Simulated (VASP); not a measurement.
# Al6H in VASP: further runs, part 2 of 2

VASP 6.6.1. Earlier steps stand in the parts before.

**4. Single point, PBE**

INCAR

```
SYSTEM = Al6H
  PREC = Accurate
  ENCUT = 520
  EDIFF = 1E-6
  ISMEAR = 0
  SIGMA = 0.1
  LREAL = .False.
  LASPH = .True.
  NELM = 80
  ALGO = Normal
  ISIF = 2
  LWAVE = .False.
  LCHARG = .False.
  LDIPOL = .True.
  IDIPOL = 3
  DIPOL = 0.5 0.5 0.300
  GGA = PE
  NBANDS = 32
```

KPOINTS

```
Automatic mesh
0
Gamma
  6 6 1
  0 0 0
```

POSCAR

```
Al6H
1.0
    5.7143028096      0.0000000000      0.0000000000
   -2.8571514048      4.9487313980      0.0000000000
    0.0000000000      0.0000000000     22.6016424997
Al H
12 2
Direct
    0.3333333333      0.1666666667      0.1769782882
    0.3333333333      0.6666666667      0.1769782882
    0.8333333333      0.1666666667      0.1769782882
    0.8333333333      0.6666666667      0.1769782882
    0.1666666667      0.3333333333      0.2787817902
    0.1666666667      0.8333333333      0.2787817902
    0.6666666667      0.3333333333      0.2787817902
    0.6666666667      0.8333333333      0.2787817902
    0.0000000000      0.0000000000      0.3805759913
    0.0000000000      0.5000000000      0.3805759913
    0.5000000000      0.0000000000      0.3805759913
    0.5000000000      0.5000000000      0.3805759913
    0.1715463173      0.1666666667      0.4288025748
    0.4951203493      0.1666666667      0.4288025748
```

Potentials or basis: VASP PAW PBE potentials, release 64 (Al, H).

On the command line:

```console
cat potpaw_PBE.64/Al/POTCAR potpaw_PBE.64/H/POTCAR > POTCAR
mpirun -np 1 vasp_std > vasp.out
```

OUTCAR:

```text
SYSTEM = Al6H
   PREC = Accurate
   ENCUT = 520
   EDIFF = 1E-6
   ISMEAR = 0
   LREAL = .False.
   LASPH = .True.
   NELM = 80
   ISIF = 2
   GGA = PE

 ion  position               nearest neighbor table
   1  0.333  0.167  0.177-   5 2.83   6 2.83   7 2.83   4 2.86   2 2.86   2 2.86   4 2.86   3 2.86
                             3 2.86
   2  0.333  0.667  0.177-   6 2.83   5 2.83   8 2.83   3 2.86   1 2.86   1 2.86   3 2.86   4 2.86
                             4 2.86
   3  0.833  0.167  0.177-   7 2.83   8 2.83   5 2.83   4 2.86   2 2.86   4 2.86   2 2.86   1 2.86
                             1 2.86
   4  0.833  0.667  0.177-   8 2.83   7 2.83   6 2.83   3 2.86   1 2.86   3 2.86   1 2.86   2 2.86
                             2 2.86
   5  0.167  0.333  0.279-   9 2.83  12 2.83  10 2.83   1 2.83   2 2.83   3 2.83   8 2.86   6 2.86
                             6 2.86   8 2.86   7 2.86   7 2.86
   6  0.167  0.833  0.279-  10 2.83  11 2.83   9 2.83   2 2.83   1 2.83   4 2.83   7 2.86   5 2.86
                             5 2.86   7 2.86   8 2.86   8 2.86
   7  0.667  0.333  0.279-  11 2.83  10 2.83  12 2.83   3 2.83   4 2.83   1 2.83   8 2.86   6 2.86
                             8 2.86   6 2.86   5 2.86   5 2.86
   8  0.667  0.833  0.279-  12 2.83   9 2.83  11 2.83   4 2.83   3 2.83   2 2.83   7 2.86   5 2.86
                             7 2.86   5 2.86   6 2.86   6 2.86
   9  0.000  0.000  0.381-  13 1.46   5 2.83   8 2.83   6 2.83  12 2.86  10 2.86  10 2.86  12 2.86
                            11 2.86  11 2.86
  10  0.000  0.500  0.381-   6 2.83   7 2.83   5 2.83   9 2.86  11 2.86   9 2.86  11 2.86  12 2.86
                            12 2.86
  11  0.500  0.000  0.381-  14 1.46   7 2.83   6 2.83   8 2.83  12 2.86  10 2.86  12 2.86  10 2.86
                             9 2.86   9 2.86
  12  0.500  0.500  0.381-   8 2.83   5 2.83   7 2.83   9 2.86  11 2.86  11 2.86   9 2.86  10 2.86
                            10 2.86
  13  0.172  0.167  0.429-   9 1.46
  14  0.495  0.167  0.429-  11 1.46

  LATTYP: Found a hexagonal cell.
 ALAT       =     5.7143028096
 C/A-ratio  =     3.9552756045

  Lattice vectors:

 A1 = (   5.7143028096,   0.0000000000,   0.0000000000)
 A2 = (  -2.8571514048,   4.9487313980,   0.0000000000)
 A3 = (   0.0000000000,   0.0000000000,  22.6016424997)

Analysis of symmetry for initial positions (statically):
=====================================================================
 Subroutine PRICEL returns:
 Original cell was already a primitive cell.

 Routine SETGRP: Setting up the symmetry group for a
 hexagonal supercell.

 Subroutine GETGRP returns: Found  2 space group operations
 (whereof  1 operations were pure point group operations)
 out of a pool of 24 trial point group operations.

The static configuration has the point symmetry C_1 .
 The point group associated with its full space group is C_1h.

Analysis of symmetry for dynamics (positions and initial velocities):
=====================================================================
 Subroutine PRICEL returns:
 Original cell was already a primitive cell.

 Routine SETGRP: Setting up the symmetry group for a
 hexagonal supercell.

 Subroutine GETGRP returns: Found  2 space group operations
 (whereof  1 operations were pure point group operations)
 out of a pool of 24 trial point group operations.

The dynamic configuration has the point symmetry C_1 .
 The point group associated with its full space group is C_1h.

 Subroutine INISYM returns: Found  2 space group operations
[... 107 lines left out ...]
   ENCUT  =  520.0 eV  38.22 Ry    6.18 a.u.  10.62 10.62 42.02*2*pi/ulx,y,z
   NELM   =     80;   NELMIN=  2; NELMDL= -5     # of ELM steps
   EDIFF  = 0.1E-05   stopping-criterion for ELM
   LREAL  =      F    real-space projection
   EDIFFG = 0.1E-04   stopping-criterion for IOM
   NSW    =      0    number of steps for IOM
   IBRION =     -1    ionic relax: 0-MD 1-quasi-New 2-CG
   NFREE  =      0    steps in history (QN), initial steepest desc. (CG)
   ISIF   =      2    stress and relaxation
   ISYM   =      2    0-nonsym 1-usesym 2-fastsym
   POTIM  = 0.5000    time-step for ionic-motion
   TEBEG  =    0.0;   TEEND  =   0.0 temperature during run
   PSTRESS=    0.0 pullay stress
   NELECT =      38.0000    total number of electrons
   NUPDOWN=      -1.0000    fix difference up-down
   EMIN   =  10.00;   EMAX   =-10.00  energy-range for DOS
   EFERMI =   0.00;   METHOD = LEGACY
   ISMEAR =     0;   SIGMA  =   0.10  broadening in eV -4-tet -1-fermi 0-gaus
   EFERMI_NEDOS =   21; number of points for ismear=-14 and -15
   IALGO  =     38    algorithm
   IMIX   =      4    mixing-type and parameters
     AMIX     =   0.40;   BMIX     =  1.00
     AMIX_MAG =   1.60;   BMIX_MAG =  1.00
  volume/ion in A,a.u.               =      45.65       308.08
  Fermi-wavevector in a.u.,A,eV,Ry     =   0.638955  1.207450  5.554763  0.408264
  Thomas-Fermi vector in A             =   1.704469
   LORBIT       =      0    0 simple, 1 ext, 2 COOP (PROOUT), +10 PAW based schemes
   GGA     = PE    functional components
   LHFCALC =     F    Hartree Fock is set to
   AEXX    =    0.0000 exact exchange contribution
   IVDW    =     0    specifies the selected vdW correction
   LEPSILON=     F    determine dielectric tensor
   LRPA    =     F    only Hartree local field effects (RPA)
 non-spin polarized calculation
 Gauss-broadening in eV      SIGMA  =   0.10
  energy-cutoff  :      520.00
  volume of cell :      639.14
 maximum number of plane-waves:     17305
   NGX = 21   NGY = 21   NGZ = 85

 dipolmoment           0.000000      0.000000     -0.246093 electrons x Angstroem

 number of electron      38.0000000 magnetization

 dipolmoment           0.000000      0.000000      0.023254 electrons x Angstroem

 Free energy of the ion-electron system (eV)
  ---------------------------------------------------
  ext. energy  EPLUGINS =         0.00000000
  ---------------------------------------------------
  free energy    TOTEN  =       -47.36839925 eV

  energy without entropy =      -47.33773703  energy(sigma->0) =      -47.35306814

 E-fermi :  -0.2139     XC(G=0):  -3.9999

 val. band max:       -0.2574651446   @ k =   0.5000   0.0000   0.0000
 cond. band min:      -0.2059140474   @ k =   0.5000   0.3333   0.0000
 fundamental gap:      0.0515510972
 Fermi energy:        -0.2138551427

 k-point     1 :       0.0000    0.0000    0.0000
  band No.  band energies     occupation
      1     -10.9581      2.00000
      2      -9.5579      2.00000
      3      -7.3862      2.00000
      4      -5.5985      2.00000
      5      -5.3594      2.00000
      6      -4.9786      2.00000
[... 431 lines left out ...]
     30       3.0608      0.00000
     31       3.4290      0.00000
 [bands above 31 left out]

------------------------ aborting loop because EDIFF is reached ----------------------------------------

 vacuum level on the upper side and lower side of the slab       (xc-potential included)         0.018        -0.094

  FORCE on cell =-STRESS in cart. coord.  units (eV):
  Direction    XX          YY          ZZ          XY          YZ          ZX
  --------------------------------------------------------------------------------------
  -------------------------------------------------------------------------------------
  Total        1.7085055      0.3454340      5.5021295      0.0000000      2.7312630      0.0000000
  in kB        4.2828201      0.8659214     13.7925401      0.0000000      6.8466317      0.0000000
  external PRESSURE =       6.3137606 kB  Pullay stress =       0.0000000 kB

 VOLUME and BASIS-vectors are now :
 -----------------------------------------------------------------------------
  energy-cutoff  :      520.00
  volume of cell :      639.14
      direct lattice vectors                 reciprocal lattice vectors
     5.714302810  0.000000000  0.000000000     0.174999476  0.101035995  0.000000000
    -2.857151405  4.948731398  0.000000000     0.000000000  0.202071990  0.000000000
     0.000000000  0.000000000 22.601642500     0.000000000  0.000000000  0.044244572

 POSITION                                       TOTAL-FORCE (eV/Angst)
 -----------------------------------------------------------------------------------
      1.42858      0.82479      4.00000        -0.000000     -0.035133     -0.023356
     -0.00000      3.29915      4.00000        -0.046632      0.012458     -0.137065
      4.28573      0.82479      4.00000        -0.000000      0.020076     -0.089446
      2.85715      3.29915      4.00000         0.046632      0.012458     -0.137065
      0.00000      1.64958      6.30093         0.006146      0.158559      0.173811
     -1.42858      4.12394      6.30093        -0.000000     -0.058512      0.143772
      2.85715      1.64958      6.30093        -0.006146      0.158559      0.173811
      1.42858      4.12394      6.30093        -0.000000     -0.052349     -0.087180
      0.00000      0.00000      8.60164        -1.518449     -1.855074     -2.054390
     -1.42858      2.47437      8.60164        -0.000000      0.322072     -0.289307
      2.85715      0.00000      8.60164         1.518449     -1.855074     -2.054390
      1.42858      2.47437      8.60164        -0.000000      0.188221      0.080529
      0.50408      0.82479      9.69164         0.605437      1.491869      2.150138
      2.35308      0.82479      9.69164        -0.605437      1.491869      2.150138
 -----------------------------------------------------------------------------------
    total drift:                               -0.000000     -0.000117      0.000087

  FREE ENERGIE OF THE ION-ELECTRON SYSTEM (eV)
  ---------------------------------------------------
  free  energy   TOTEN  =       -47.3683992522 eV

  energy  without entropy=      -47.3377370338  energy(sigma->0) =      -47.35306814

 vacuum level on the upper side and lower side of the slab         3.872         3.720
```

Run time: 7.7 min. Hardware: 1 thread of Intel Xeon Platinum 8488C (Sapphire Rapids), shared host; peak memory 0.68 GiB.

What came out:

| Quantity | Value |
| --- | --- |
| Free energy | -47.3684 eV |
| Largest force | 3.157 eV/Å |
| Band gap on the k mesh | zero (bands 19 and 20 overlap by 0.57 eV) |

Forces on the atoms (eV/Å):
```
Al   0.000 -0.035 -0.023
Al  -0.047  0.012 -0.137
Al   0.000  0.020 -0.089
Al   0.047  0.012 -0.137
Al   0.006  0.159  0.174
Al   0.000 -0.059  0.144
Al  -0.006  0.159  0.174
Al   0.000 -0.052 -0.087
Al  -1.518 -1.855 -2.054
Al   0.000  0.322 -0.289
Al   1.518 -1.855 -2.054
Al   0.000  0.188  0.081
H    0.605  1.492  2.150
H   -0.605  1.492  2.150
```

**5. The runs side by side**

| cell | gap on the mesh (eV) | largest force (eV/Å) |
| --- | --- | --- |
| as given, atomic positions A | none | 0.73 |
| as given, atomic positions B | none | 1.60 |
| as given, atomic positions C | none | 3.16 |

Alike in all rows: task single point; level PBE; potentials or basis VASP PAW PBE potentials, release 64 (Al, H); no spin polarisation; k mesh 6 × 6 × 1; cutoff (eV) 520; smearing gaussian 0.1 eV.

Absolute energies hang on the potentials; compare differences alone.

The gap in the log of VASP goes by the Fermi energy; the results here count the filled bands.